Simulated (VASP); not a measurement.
## MgO: single point with HSE06

MgO:

```
Mg O
1.0
     3.33531    0.00000    0.00000
    -1.66765    2.88846    0.00000
     0.00000    0.00000    4.30109
Mg O
2 2
Direct
  0.66667 0.33333 0.75000
  0.33333 0.66667 0.25000
  0.66667 0.33333 0.25000
  0.33333 0.66667 0.75000
```

This cell differs from its parent crystal: epitaxial xy strain -4.3%.

```
Program             : VASP 6.6.1
Task                : single point
Functional          : HSE06
Potentials or basis : VASP PAW PBE potentials, release 64 (Mg, O)
Cutoff              : 520 eV
k mesh              : 6 × 6 × 4
Occupations         : gaussian, width 0.01 eV
Spin                : no spin polarisation
```

- Pressure: 10.4 GPa
- Band gap on the k mesh: 5.29 eV

Stress tensor (GPa, compression positive):
```
15.62  0.00  0.00
 0.00 15.62  0.00
 0.00  0.00  0.02
```

Levels at points of the mesh, in eV from the valence-band top:
```
           k point  band 6  band 7  band 8  band 9  band 10  band 11
(0.00, 0.00, 0.00)   -1.13   -1.13    0.00    5.29    11.53    14.08
(0.50, 0.00, 0.00)   -2.56   -1.53   -0.89    9.02    11.20    11.36
(0.00, 0.00, 0.50)   -1.57   -1.57   -1.57    8.41     8.41    15.69
(0.50, 0.00, 0.50)   -1.84   -1.12   -1.12    9.15     9.15    14.54
```

Wall time 48 min on 1 thread of Intel Xeon 8259CL, on a shared host, peak memory 0.29 GiB.

Caveat: the cell differs from its parent crystal (epitaxial xy strain -4.3%); the stress differs along the axes, from 0 to 16 GPa; the PAW data sets were made with another functional, which shifts forces and pressure a little.
